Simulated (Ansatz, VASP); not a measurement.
**CoO in VASP and in Ansatz**

File INCAR:

```
  ALGO = Normal
  EDIFF = 1E-7
  ENCUT = 520
  GGA = PE
  ISIF = 2
  ISMEAR = -1
  ISPIN = 2
  LASPH = T
  LCHARG = T
  LELF = T
  LMAXMIX = 4
  LORBIT = 11
  LREAL = F
  LVHAR = T
  LWAVE = F
  MAGMOM = 2 0
  NBANDS = 18
  NELM = 150
  PREC = Accurate
  SIGMA = 0.05
```

The input KPOINTS:

```
k-points
0
Gamma
  13 13 13
```

POSCAR

```
CoO
1.0
    0.0000000000      2.2114218429      2.2114218429
    2.2114218429      0.0000000000      2.2114218429
    2.2114218429      2.2114218429      0.0000000000
Co O
1 1
Direct
    0.0000000000      0.0000000000      0.0000000000
    0.2500000000      0.2500000000      0.2500000000
```

Input for Ansatz:

```yaml
crystal:
  lattice:
    - [0.0, 2.2114218429, 2.2114218429]
    - [2.2114218429, 0.0, 2.2114218429]
    - [2.2114218429, 2.2114218429, 0.0]
  atoms:
    - { symbol: Co, position: [0.0, 0.0, 0.0], spin: 2.0 }
    - { symbol: O, position: [0.25, 0.25, 0.25] }
magnetization:
  spin_polarized: true
kpoints:
  mp_grid: { grid: [13, 13, 13] }
scf:
  occupations: { method: fermi_dirac, width: 0.05 }
hamiltonian:
  xc: pbe
  pseudopotentials: { kind: all_electron, lapw: { basis_error: 0.0005 } }
output:
  forces: true
  stress: true
  eigenvalues: true
```

Change from the starting cell: volume scaled by 0.95.

Alike in both runs: task single point; functional PBE; k mesh 13 × 13 × 13; occupations fermi-dirac, width 0.05 eV; collinear spin.

```csv
,VASP,Ansatz
version,VASP 6.6.1,Ansatz 0.2.0
potentials or method,"VASP PAW PBE potentials, release 64 (Co, O), cutoff 520 eV","all-electron LAPW, scalar-relativistic"
```

```csv
,VASP,Ansatz,Ansatz less VASP
pressure (GPa),5.8,6.2,+0.44
net moment per atom (μB),1.23,1.25,+0.014
size of the moment on the site where the two differ most (μB),0.24,0.25,+0.009
```

Site moments also hang on the region over which each program counts them. Ansatz ran all-electron here, and VASP with PAW potentials.
